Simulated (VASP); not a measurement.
Write the native input for VASP 6.6.1 that does the following.

```
Task                   : single point
Functional             : LDA
Potentials or basis    : VASP PAW LDA potentials, release 64 (Rb_sv, Br)
Cutoff                 : 520 eV
k mesh                 : 6 × 6 × 6
Occupations            : gaussian, width 0.05 eV
Spin                   : no spin polarisation
Dipole correction      : no
Further INCAR settings : ALGO = Normal; EDIFF = 1e-06; NBANDS = 15
```

The structure of RbBr lies in POSCAR:

```
RbBr
1.0
    0.0000000000      3.4275000000      3.2904000000
    3.4275000000      0.0000000000      3.2904000000
    3.4275000000      3.4275000000      0.0000000000
Rb Br
1 1
Direct
    0.0000000000      0.0000000000      0.0000000000
    0.5000000000      0.5000000000      0.5000000000
```

This cell differs from its parent crystal: strain +0.000 along x and y, -0.040 along z.

The input as run:

INCAR

```
ALGO = Normal
EDIFF = 1E-6
ENCUT = 520
ISIF = 2
ISMEAR = 0
LASPH = True
LCHARG = False
LREAL = False
LWAVE = False
NBANDS = 15
NELM = 100
PREC = Accurate
SIGMA = 0.05
```

KPOINTS

```
k-points
0
Gamma
  6 6 6
```

Potentials or basis: VASP PAW LDA potentials, release 64 (Rb_sv, Br).

Launch:

```bash
$ cat potpaw_LDA.64/Rb_sv/POTCAR potpaw_LDA.64/Br/POTCAR > POTCAR
$ mpirun -np 1 vasp_std > vasp.out
```

It gave:

```json
{
  "Pressure": "-0.5 GPa",
  "Band gap on the k mesh": "4.01 eV, direct"
}
```

Caveat: the cell differs from its parent crystal (strain +0.000 along x and y, -0.040 along z).

It took 11 s on 1 thread of Intel(R) Xeon(R) 6975P-C (Granite Rapids) (shared host), peak memory 0.18 GiB.
